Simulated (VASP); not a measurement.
Wanted: the native input for a VASP 6.6.1 run.

* Task: single point
* Functional: PBEsol
* Potentials or basis: VASP PAW PBE potentials, release 64 (C, S, H)
* Cutoff: 520 eV
* k mesh: 2 × 2 × 1
* Occupations: gaussian, width 0.02 eV
* Spin: collinear spin
* Starting moments: [0.0, 0.0, 0.0, 0.0, 0.0, 0.0, 0.0, 0.0, 0.0, 0.0, 0.0, 0.0, 0.0, 0.0, 0.0, 0.0, 0.0, 0.0, 0.08, 0.0] μB
* Dipole correction: no
* Further INCAR settings: LREAL = Auto; ALGO = Normal; EDIFF = 1e-06; NBANDS = 60

The structure of HC18S lies in POSCAR:

```
HC18S
1.0
    7.3980000000      0.0000000000      0.0000000000
   -3.6990000000      6.4068560000      0.0000000000
    0.0000000000      0.0000000000     13.0000000000
C S H
18 1 1
Direct
   -0.0026930292      0.0070856907      0.0710932308
    0.2200244056      0.1191028798      0.0680898462
   -0.0020591388      0.3411996461      0.0683604615
    0.2189544433      0.4516477349      0.0677187692
   -0.0029075939      0.6733716194      0.0676869231
    0.2196038173      0.7848799786      0.0680354615
    0.3312288881      0.0075767272      0.0680017692
    0.5524686689      0.1183182516      0.0679864615
    0.3302563273      0.3400652364      0.0676850769
    0.5529402542      0.4517426332      0.0676760769
    0.3306495146      0.6741262797      0.0679189231
    0.5533448072      0.7858623637      0.0682930000
    0.6638256619      0.0069197747      0.0685460769
    0.8862636573      0.1187598098      0.0704289231
    0.6638720650      0.3409071470      0.0680945385
    0.8863169539      0.4522689444      0.0678109231
    0.6645657867      0.6741980778      0.0678739231
    0.8854392468      0.7844189100      0.0685647692
    0.9534790659      0.0386364232      0.2917523846
    1.1541129320      0.0821282701      0.2856905385
```

These files were run (other wordings do the same):

INCAR

```
SYSTEM = HC18S
  PREC = Accurate
  ENCUT = 520
  EDIFF = 1E-6
  ISMEAR = 0
  SIGMA = 0.02
  LREAL = Auto
  LASPH = .True.
  NELM = 150
  ALGO = Normal
  ISIF = 2
  LWAVE = .False.
  LCHARG = .True.
  ISPIN = 2
  MAGMOM = 0 0 0 0 0 0 0 0 0 0 0 0 0 0 0 0 0 0 0.08 0
  LORBIT = 11
  GGA = PS
  LELF = .True.
  LVHAR = .True.
  NBANDS = 60
```

KPOINTS

```
regular mesh
0
Gamma
  2 2 1
  0 0 0
```

Potentials or basis: VASP PAW PBE potentials, release 64 (C, S, H).

Run with:

```bash
$ cat potpaw_PBE.64/C/POTCAR potpaw_PBE.64/S/POTCAR potpaw_PBE.64/H/POTCAR > POTCAR
$ mpirun -np 1 vasp_std > vasp.out
```

It gave:

```
Largest force                                         : 0.098 eV/Å
Net moment                                            : 0.53 μB per cell
Site moments                                          : C -0.01, +0.05, -0.04, +0.03, +0.01, +0.02, -0.02, +0.04 (each value once); S +0.34; H -0.00 μB
Valence electrons inside the program's atomic spheres : C 2.62, 2.64, 2.63 (each value once); S 3.66; H 0.59
```

Caveat: the k points lie up to 0.49 Å⁻¹ apart; the PAW data sets were made with another functional, which shifts forces and pressure a little.

It took 39 min on 1 thread of Intel Xeon 8259CL, on a shared host, peak memory 1 GiB.
